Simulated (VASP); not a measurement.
Crystal: KBr.

```
K Br
1.0
     0.00000    3.30225    3.30225
     3.30225    0.00000    3.30225
     3.30225    3.30225    0.00000
K Br
1 1
Direct
  0.00000 0.00000 0.00000
  0.50000 0.50000 0.50000
```

Base run:

| Quantity | Value |
| --- | --- |
| Program | VASP 6.6.1 |
| Functional | PBE |
| Potentials or basis | VASP PAW PBE potentials, release 64 (K_sv, Br) |
| Cutoff | 500 eV |
| k mesh | 4 × 4 × 4 |
| Occupations | gaussian, width 0.05 eV |
| Spin | no spin polarisation |

Its results: band gap on the k mesh 4.43 eV, direct; pressure 0.7 GPa.

Task: The run is repeated on the same cell with these changes: functional from PBE to HSE06; cutoff from 500 eV to 520 eV; occupations from gaussian, width 0.05 eV to methfessel-paxton, width 0.05 eV. What comes out?

Result: Band gap on the k mesh 5.59 eV, direct; pressure 0.5 GPa.

Caveats: the PAW data sets were made with another functional, which shifts forces and pressure a little (some runs).

